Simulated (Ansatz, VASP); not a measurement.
**One calculation of BP, two programs**

```
CELL_PARAMETERS angstrom
0.00000 2.24538 2.24538
2.24538 0.00000 2.24538
2.24538 2.24538 0.00000
ATOMIC_POSITIONS crystal
B 0.00000 0.00000 0.00000
P 0.25000 0.25000 0.25000
```

Alike in both runs: functional LDA; k mesh 10 × 10 × 10; occupations gaussian, width 0.02 eV; no spin polarisation.

Ansatz relaxed the structure, and its values are those at the end. VASP's run is a single point on that final structure, the one shown.

```csv
,VASP,Ansatz
version,VASP 6.6.1,Ansatz 0.2.0
potentials or method,"VASP PAW LDA potentials, release 64 (B, P), cutoff 500 eV","scalar-relativistic, plane waves, PAW"
valence electrons in the cell,8,8
```

|  | VASP | Ansatz | Ansatz less VASP |
| --- | --- | --- | --- |
| gap on the k mesh at the Fermi level (eV) | 1.15 | 1.15 | -0.001 |
| least direct gap on the mesh (eV) | 3.43 | 3.43 | -0.003 |
| pressure (GPa) | -0.1 | 0.0 | +0.12 |

Ansatz warns that its potentials were made for another functional, while VASP's fit it. LDA's correlation is that of Perdew and Zunger in VASP and of Perdew and Wang (1992) in Ansatz.
